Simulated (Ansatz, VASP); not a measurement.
Two plane-wave programs on TePb

```
CELL_PARAMETERS angstrom
0.00000 2.95677 3.84380
2.95677 0.00000 3.84380
2.95677 2.95677 0.00000
ATOMIC_POSITIONS crystal
Te 0.50000 0.50000 0.50000
Pb 0.00000 0.00000 0.00000
```

Alike in both runs: task single point; functional PBE; k mesh 8 × 8 × 8; occupations gaussian, width 0.05 eV; no spin polarisation.

|  | VASP | Ansatz |
| --- | --- | --- |
| version | VASP 6.6.1 | Ansatz 0.2.0 |
| potentials or method | VASP PAW PBE potentials, release 64 (Te, Pb_d), cutoff 520 eV | scalar-relativistic, plane waves, PAW |
| valence electrons in the cell | 20 | 30 |

VASP gave:

* gap on the k mesh at the Fermi level (eV): none
* pressure (GPa): 9.7
* traceless stress, the component that is largest in VASP (GPa): -13.74

Estimate Ansatz's values.

gap on the k mesh at the Fermi level (eV): none; pressure (GPa): 9.7; traceless stress, the component that is largest in VASP (GPa): -13.73.

A gap of «none» marks a metal or a gap that the smearing closes. VASP's potentials hold 20 valence electrons a cell and Ansatz's 30, so a difference there can come from the potentials and not from the codes.

Neither program's run includes spin-orbit coupling.
